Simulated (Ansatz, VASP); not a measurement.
## Ni: VASP beside Ansatz

```
Ni
1.0
     2.35146    0.00000    0.00000
    -1.17573    2.03643    0.00000
     0.00000    0.00000   23.80000
Ni
1
Direct
  0.00000 0.00000 0.29412
```

Alike in both runs: functional PBE; k mesh 12 × 12 × 1; occupations gaussian, width 0.1 eV; collinear spin.

Ansatz relaxed the structure, and its values are those at the end. VASP's run is a single point on that final structure, the one shown.

|  | VASP | Ansatz |
| --- | --- | --- |
| version | VASP 6.6.1 | Ansatz 0.2.0 |
| potentials or method | VASP PAW PBE potentials, release 64 (Ni), cutoff 520 eV | scalar-relativistic, plane waves, PAW |
| valence electrons in the cell | 10 | 18 |

Ansatz gave:

| Item | Value |
| --- | --- |
| gap on the k mesh at the Fermi level (eV) | none |
| net moment per atom (μB) | 0.85 |
| size of the moment on the site where the two differ most (μB) | 0.92 |

**Question.** What did VASP give for the same quantities?

**Answer.** gap on the k mesh at the Fermi level (eV): none; net moment per atom (μB): 0.85; size of the moment on the site where the two differ most (μB): 0.88.

Site moments also hang on the region over which each program counts them. A gap of «none» marks a metal or a gap that the smearing closes. VASP's potentials hold 10 valence electrons a cell and Ansatz's 18, so a difference there can come from the potentials and not from the codes. Ansatz's warnings: slab cell height set.
